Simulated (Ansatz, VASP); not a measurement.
# Two plane-wave programs on Pb

```
Pb
1.0
     5.35046    0.00000    0.00000
    -2.67523    4.63363    0.00000
     0.00000    0.00000    3.25071
Pb
3
Direct
  0.00000 0.00000 0.00000
  0.33333 0.66667 0.50000
  0.66667 0.33333 0.50000
```

Alike in both runs: task single point; functional LDA; k mesh 8 × 8 × 11; occupations fermi-dirac, width 0.1 eV; no spin polarisation.

|  | VASP | Ansatz |
| --- | --- | --- |
| version | VASP 6.6.1 | Ansatz 0.2.0 |
| potentials or method | VASP PAW LDA potentials, release 64 (Pb_d), cutoff 520 eV | plane waves (420 eV) with PAW, scalar-relativistic |
| valence electrons in the cell | 42 | 42 |

```tsv
	VASP	Ansatz	Ansatz less VASP
pressure (GPa)	5.5	5.4	-0.08
traceless stress, the component that is largest in VASP (GPa)	-1.38	-1.35	+0.038
```

Ansatz warns that its potentials were made for another functional, while VASP's fit it. LDA's correlation is that of Perdew and Zunger in VASP and of Perdew and Wang (1992) in Ansatz.

Spin-orbit coupling is off throughout.
